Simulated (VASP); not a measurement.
Write the native input for VASP 6.6.1 that does the following.

```
Task                   : single point
Functional             : LDA
Potentials or basis    : VASP PAW LDA potentials, release 64 (Co, Al)
Cutoff                 : 520 eV
k mesh                 : 15 × 15 × 15
Occupations            : fermi-dirac, width 0.08 eV
Spin                   : no spin polarisation
Dipole correction      : no
Further INCAR settings : ALGO = Normal; EDIFF = 1e-06; NBANDS = 13
```

The structure of AlCo (rocksalt type) lies in POSCAR:

```
AlCo
1.0
    0.0000000000      2.3403248759      2.3403248759
    2.3403248759      0.0000000000      2.3403248759
    2.3403248759      2.3403248759      0.0000000000
Co Al
1 1
Direct
    0.0000000000      0.0000000000      0.0000000000
    0.5000000000      0.5000000000      0.5000000000
```

One way to write it, as run:

INCAR

```
PREC     = Accurate       # precision mode
ENCUT    = 520            # plane-wave cutoff, eV
EDIFF    = 1E-6           # SCF threshold, eV
ISMEAR   = -1             # smearing method
SIGMA    = 0.08           # smearing width, eV
LREAL    = False          # projectors in reciprocal space
LASPH    = True           # aspherical terms in the spheres
NELM     = 80             # most SCF steps
ALGO     = Normal         # electronic algorithm
ISIF     = 2              # what is computed and relaxed
LWAVE    = False          # write WAVECAR
LCHARG   = False          # write CHGCAR
NBANDS   = 13             # bands
```

KPOINTS

```
regular mesh
0
Gamma
  15 15 15
```

Potentials or basis: VASP PAW LDA potentials, release 64 (Co, Al).

Run with:

```sh
$ cat potpaw_LDA.64/Co/POTCAR potpaw_LDA.64/Al/POTCAR > POTCAR
$ mpirun -np 1 vasp_std > vasp.out
```

Results of the run:

- Pressure: 0.3 GPa
- Band gap on the k mesh: zero (bands 6 and 7 overlap by 0.10 eV)

Caveat: the run has no spin polarisation, though such a crystal can be magnetic.

It took 68 s on 1 thread of Intel Xeon 8259CL, with other jobs on the host, peak memory 0.17 GiB.
